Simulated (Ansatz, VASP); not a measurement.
TiAl3: VASP beside Ansatz

INCAR

```
PREC     = Accurate       # precision mode
ENCUT    = 520            # plane-wave cutoff, eV
EDIFF    = 1E-6           # SCF threshold, eV
ISMEAR   = 0              # smearing method
SIGMA    = 0.15           # smearing width, eV
LREAL    = F              # projectors in reciprocal space
LASPH    = T              # aspherical terms in the spheres
NELM     = 80             # most SCF steps
ALGO     = Fast           # electronic algorithm
ISIF     = 2              # what is computed and relaxed
LWAVE    = F              # write WAVECAR
LCHARG   = F              # write CHGCAR
GGA      = CA             # functional
NBANDS   = 31             # bands
```

File KPOINTS:

```
Automatic mesh
0
Gamma
  10 8 8
```

POSCAR

```
TiAl3
1.0
   -3.9105245017      0.0000000000      0.0000000000
    0.0000000000      3.9105245017      3.9105245017
    0.0000000000      3.9105245017     -3.9105245017
Ti Al
2 6
Direct
    0.0000000000      0.4832503287      0.4832503287
    0.0000000000      0.0167496713      0.0167496713
    0.5000000000      0.7269851845      0.7730148155
    0.5000000000      0.2730148155      0.2269851845
    0.5000000000      0.7269851845      0.2269851845
    0.5000000000      0.2730148155      0.7730148155
    0.0000000000      0.5112783812     -0.0112783812
    0.0000000000     -0.0112783812      0.5112783812
```

Input for Ansatz:

```yaml
crystal:
  lattice:
    - [-3.9105245017, 0.0, 0.0]
    - [0.0, 3.9105245017, 3.9105245017]
    - [0.0, 3.9105245017, -3.9105245017]
  atoms:
    - { symbol: Ti, position: [0.0, 0.4832503287, 0.4832503287] }
    - { symbol: Ti, position: [0.0, 0.0167496713, 0.0167496713] }
    - { symbol: Al, position: [0.5, 0.7269851845, 0.7730148155] }
    - { symbol: Al, position: [0.5, 0.2730148155, 0.2269851845] }
    - { symbol: Al, position: [0.5, 0.7269851845, 0.2269851845] }
    - { symbol: Al, position: [0.5, 0.2730148155, 0.7730148155] }
    - { symbol: Al, position: [0.0, 0.5112783812, -0.0112783812] }
    - { symbol: Al, position: [0.0, -0.0112783812, 0.5112783812] }
basis:
  ecutwfc: 520.0
kpoints:
  mp_grid: { grid: [10, 8, 8] }
hamiltonian:
  xc: lda
  pseudopotentials: { kind: paw, azcp: { folder: soft_1 } }
scf:
  occupations: { method: gaussian, width: 0.15 }
output:
  forces: true
  stress: true
  eigenvalues: true
```

Change from the starting cell: mode 4 frozen in at -0.131 Å and mode 18 at -0.180 Å (largest displacements).

Alike in both runs: task single point; functional LDA; k mesh 10 × 8 × 8; occupations gaussian, width 0.15 eV; no spin polarisation.

|  | VASP | Ansatz |
| --- | --- | --- |
| version | VASP 6.6.1 | Ansatz 0.2.0 |
| potentials or method | VASP PAW LDA potentials, release 64 (Ti_sv, Al), cutoff 520 eV | scalar-relativistic, plane waves, PAW |
| valence electrons in the cell | 42 | 42 |

Ansatz gave:

```
gap on the k mesh at the Fermi level (eV)                     : none
pressure (GPa)                                                : 2.9
traceless stress, the component that is largest in VASP (GPa) : 1.41
rms of the force components (eV/Å)                            : 0.781
```

Q: Which values does VASP return?

A: gap on the k mesh at the Fermi level (eV): none; pressure (GPa): 3.1; traceless stress, the component that is largest in VASP (GPa): 1.41; rms of the force components (eV/Å): 0.788.

Ansatz warns that its potentials were made for another functional, while VASP's fit it. LDA's correlation is that of Perdew and Zunger in VASP and of Perdew and Wang (1992) in Ansatz. Atom by atom the forces differ by 0.007 eV/Å (rms over components). A gap of «none» marks a metal or a gap that the smearing closes.
